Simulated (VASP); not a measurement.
Here is a VASP 6.6.1 calculation.

INCAR

```
SYSTEM = Sn8HO16
  PREC = Accurate
  ENCUT = 520
  EDIFF = 1E-6
  ISMEAR = 0
  SIGMA = 0.02
  LREAL = Auto
  LASPH = .True.
  NELM = 80
  ALGO = Normal
  ISIF = 2
  LWAVE = .False.
  LCHARG = .False.
  GGA = PE
  NBANDS = 122
  NELECT = 208.0
```

Contents of KPOINTS:

```
Automatic mesh
0
Gamma
  3 3 3
  0 0 0
```

File POSCAR:

```
Sn8HO16
1.0
   -4.8274195315     -4.8274195315      0.0000000000
    4.8274195315     -4.8274195315      0.0000000000
    0.0000000000      4.8274195315      6.4761384825
Sn O H
8 16 1
Direct
    0.5023916455      0.4968650904     -0.0072507714
    0.7596382047      0.7541108210      0.5072419327
   -0.0065263016     -0.0031570067     -0.0010648321
    0.2445339812      0.2479038975      0.5010561477
    0.1344463429      0.6122817547      0.2499954262
    0.3751755824      0.8750196470      0.7501139781
    0.6152930944      0.1462304855      0.2499954262
    0.8750566538      0.3749004142      0.7498766453
    0.2012566744      0.5230157405      0.0032996515
    0.4479526299      0.7697116960      0.4966913553
    0.6879490902      0.0240389040      0.0005727178
    0.9373718757      0.2734618967      0.4994182890
    0.1411575625      0.3088258156      0.2499955806
    0.3920853417      0.5684474736      0.7489937118
    0.6953044239      0.8343122304      0.2499951174
    0.8930871446      0.0694489723      0.7509972205
    0.8113920898      0.4787234684     -0.0001025302
    0.0614901299      0.7288213985      0.5000935370
    0.3042264729     -0.0179338428      0.0041980264
    0.5500237428      0.2278636343      0.4957929804
    0.0679017075      0.9212895212      0.2499952718
    0.3563123541      0.1803141848      0.7487810851
    0.6087875484      0.4481574240      0.2499954262
    0.8575267837      0.6815284072      0.7512098472
    0.8498547991      0.8667238530      0.2499951174
```

Potentials or basis: VASP PAW PBE potentials, release 64 (Sn_d, O, H).

Run with:

```sh
$ cat potpaw_PBE.64/Sn_d/POTCAR potpaw_PBE.64/O/POTCAR potpaw_PBE.64/H/POTCAR > POTCAR
$ mpirun -np 1 vasp_std > vasp.out
```

(1) Estimate the largest force.

Answers

(1) 0.555 eV/Å.

Caveat: the cell carries a net charge on a neutralising background, which shifts energy and pressure.
